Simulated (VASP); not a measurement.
Here is a VASP 6.6.1 calculation.

The input INCAR:

```
SYSTEM = La
ALGO     = Normal         ! electronic algorithm
EDIFF    = 1E-7           ! SCF threshold, eV
EDIFFG   = -0.03          ! ionic threshold
ENCUT    = 600            ! plane-wave cutoff, eV
GGA      = PE             ! functional
IBRION   = 2              ! ionic algorithm
ISIF     = 3              ! what is computed and relaxed
ISMEAR   = 0              ! smearing method
LASPH    = .True.         ! aspherical terms in the spheres
LCHARG   = .False.        ! write CHGCAR
LREAL    = .False.        ! projectors in reciprocal space
LWAVE    = .False.        ! write WAVECAR
NELM     = 100            ! most SCF steps
NSW      = 80             ! ionic steps
PREC     = Accurate       ! precision mode
SIGMA    = 0.05           ! smearing width, eV
```

The input KPOINTS:

```
k-points
0
Gamma
  6 6 4
  0 0 0
```

Contents of POSCAR:

```
La
1.0
    3.7509925602      0.0000000000      0.0000000000
   -1.8754962801      3.2484548466      0.0000000000
    0.0000000000      0.0000000000      6.1266211817
La
2
Direct
    0.3333333333      0.6666666667      0.7500000000
    0.6666666667      0.3333333333      0.2500000000
```

Potentials or basis: VASP PAW PBE potentials, release 64 (La).

Run with:

```bash
$ cat potpaw_PBE.64/La/POTCAR > POTCAR
$ mpirun -np 1 vasp_std > vasp.out
```

(1) Estimate the relaxed cell.

(2) Estimate the space group after relaxing (to 0.05 Å).

(3) Predict the band gap on the k mesh.

(4) Estimate the relaxed volume.

## Answers

(1) a = 3.764 Å, b = 3.764 Å, c = 6.151 Å, α = 90.00°, β = 90.00°, γ = 120.00°.

(2) P6_3/mmc (No. 194).

(3) zero (band 11 reaches 8.78 eV, above the bottom of band 12 at 7.32 eV).

(4) 37.72 Å³/atom.

Caveat: spin-orbit coupling is left out, which moves the levels of the heavy elements.
